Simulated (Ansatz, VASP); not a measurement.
One calculation of CuO, two programs

```xyz
4
Lattice="3.1755 0.0000 0.0000 0.0000 3.1755 0.0000 0.0000 0.0000 4.6495" Properties=species:S:1:pos:R:3 pbc="T T T"
Cu    0.0000    0.0000    0.0000
Cu    1.5877    1.5877    0.0000
O     1.5877    0.0000    1.2414
O     0.0000    1.5877    3.4081
```

Alike in both runs: functional PBE; k mesh 5 × 5 × 4; occupations fermi-dirac, width 0.05 eV; no spin polarisation.

|  | VASP | Ansatz |
| --- | --- | --- |
| version | VASP 6.6.1 | Ansatz 0.2.0 |
| potentials or method | VASP PAW PBE potentials, release 64 (Cu, O) | Ansatz PAW |
| plane-wave cutoff (eV) | 520 | 420 |
| valence electrons in the cell | 34 | 50 |
| task | single point | band structure |

|  | VASP | Ansatz | Ansatz less VASP |
| --- | --- | --- | --- |
| gap on the k mesh at the Fermi level (eV) | none | none | - |
| pressure (GPa) | 17.4 | 16.8 | -0.67 |
| traceless stress, the component that is largest in VASP (GPa) | -25.24 | -25.06 | +0.178 |
| rms of the force components (eV/Å) | 0.329 | 0.364 | +0.0349 |

Atom by atom the forces differ by 0.035 eV/Å (rms over components). A gap of «none» marks a metal or a gap that the smearing closes. With one functional, cell and mesh, what is left measures potentials, basis and numerics. VASP's potentials hold 34 valence electrons a cell and Ansatz's 50, so a difference there can come from the potentials and not from the codes.

The k mesh is coarse, so the values compare programs but aren't converged.
